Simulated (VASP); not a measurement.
Crystal: YMg2O2.

```xyz
5
Lattice="-2.7211 2.7211 2.5910 2.7211 -2.7211 2.5910 2.7211 2.7211 -2.5910" Properties=species:S:1:pos:R:3 pbc="T T T"
Y     0.0000    0.0000    2.5910
Mg    0.0000    2.7211    0.0000
Mg    2.7211    0.0000    0.0000
O     0.0000    0.0000    4.5203
O     0.0000    0.0000    0.6618
```

The cell was generated, and may not be a known phase.

| Item | Value |
| --- | --- |
| Program | VASP 6.6.1 |
| Task | relaxation of cell and atoms |
| Functional | PBE |
| Potentials or basis | VASP PAW PBE potentials, release 64 (Y_sv, Mg_sv, O) |
| Cutoff | 840 eV |
| k mesh | 4 × 4 × 4 |
| Occupations | gaussian, width 0.1 eV |
| Spin | no spin polarisation |

At the start: pressure 31.2 GPa; volume 15.35 Å³/atom.

How do energy, volume and symmetry change on relaxing?

Over 12 steps the energy falls by 530.0 meV/atom and the volume is 24.67 Å³/atom (+60.8 %); space group I4/mmm (No. 139, to 0.1 Å) before and after.

Step by step:
```tsv
step	energy change (eV)	largest force (eV/Å)	pressure (GPa)	volume (Å³)
1	0.0000	0.6256	31.21	76.74
2	-1.4007	0.9778	-3.92	114.66
3	-1.7877	0.5477	2.85	98.16
4	-2.3642	1.8802	1.30	108.01
5	-2.4061	4.1551	1.83	114.08
6	-2.6082	1.7283	0.76	120.14
7	-2.6415	0.1755	0.39	124.81
8	-2.6427	0.4174	0.44	124.05
9	-2.6488	0.2092	0.09	123.70
10	-2.6499	0.0851	-0.12	123.49
11	-2.6499	0.0788	-0.14	123.48
12	-2.6501	0.0153	-0.10	123.37
```

Final structure:
```xyz
5
Lattice="-3.3344 3.3344 2.7740 3.3344 -3.3344 2.7740 3.3344 3.3344 -2.7740" Properties=species:S:1:pos:R:3 pbc="T T T"
Y     0.0000    0.0000    2.7740
Mg    0.0000    3.3344    0.0000
Mg    3.3344    0.0000    0.0000
O     0.0000    0.0000    4.8520
O     0.0000    0.0000    0.6960
```

Caveat: the k points lie up to 0.37 Å⁻¹ apart in the final cell, too coarse for converged energies and pressures of a metal; the volume moved by over 15 % at a fixed basis, so the end points are rough.
